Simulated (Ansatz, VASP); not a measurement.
Cr in VASP and in Ansatz

```xyz
2
Lattice="2.9689 0.0000 0.0000 0.0000 2.9689 0.0000 0.0000 0.0000 2.9689" Properties=species:S:1:pos:R:3 pbc="T T T"
Cr    0.0000    0.0000    0.0000
Cr    1.4844    1.4844    1.4844
```

Alike in both runs: task single point; functional PBEsol; k mesh 18 × 18 × 18; occupations gaussian, width 0.15 eV; collinear spin.

```csv
,VASP,Ansatz
version,VASP 6.6.1,Ansatz 0.2.0
potentials or method,"VASP PAW PBE potentials, release 64 (Cr_pv), cutoff 520 eV","scalar-relativistic, plane waves, PAW"
valence electrons in the cell,24,28
```

|  | VASP | Ansatz | Ansatz less VASP |
| --- | --- | --- | --- |
| gap on the k mesh at the Fermi level (eV) | none | none | - |
| pressure (GPa) | -22.0 | -22.3 | -0.26 |
| net moment per atom (μB) | 0.00 | 0.00 | 0.000 |
| size of the moment on the site where the two differ most (μB) | 1.69 | 1.59 | -0.107 |

VASP's potentials were made for PBE, not for PBEsol. Site moments also hang on the region over which each program counts them. A gap of «none» marks a metal or a gap that the smearing closes. The functional is the same, so the differences come from potentials, cutoffs and numerics. VASP's potentials hold 24 valence electrons a cell and Ansatz's 28, so a difference there can come from the potentials and not from the codes.
